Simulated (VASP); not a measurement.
Here is a VASP 6.6.1 calculation.

The input INCAR:

```
SYSTEM = C
PREC = Accurate
ENCUT = 600
EDIFF = 1E-7
ISMEAR = 0
SIGMA = 0.02
LREAL = .False.
LASPH = .True.
NELM = 60
ALGO = Normal
ISIF = 3
LWAVE = .False.
LCHARG = .False.
GGA = PE
IBRION = 2
NSW = 80
EDIFFG = -0.01
```

Contents of KPOINTS:

```
Automatic mesh
0
Gamma
  12 12 12
  0 0 0
```

File POSCAR:

```
C
1.0
    0.0000000000      1.7858179538      1.7858179538
    1.7858179538      0.0000000000      1.7858179538
    1.7858179538      1.7858179538      0.0000000000
C
2
Direct
    0.0000000000      0.0000000000      0.0000000000
    0.2500000000      0.2500000000      0.2500000000
```

Potentials or basis: VASP PAW PBE potentials, release 64 (C).

The run is started by

```sh
$ cat potpaw_PBE.64/C/POTCAR > POTCAR
$ mpirun -np 1 vasp_std > vasp.out
```

**Question.** Estimate the band gap on the k mesh.

**Answer.** 4.14 eV (least direct gap 5.58 eV).

Final structure:
```
CELL_PARAMETERS angstrom
0.00000 1.78582 1.78582
1.78582 0.00000 1.78582
1.78582 1.78582 0.00000
ATOMIC_POSITIONS crystal
C 0.00000 0.00000 0.00000
C 0.25000 0.25000 0.25000
```

Caveat: the relaxation stopped at its first step, so nothing moved. A k mesh can miss the band edges.
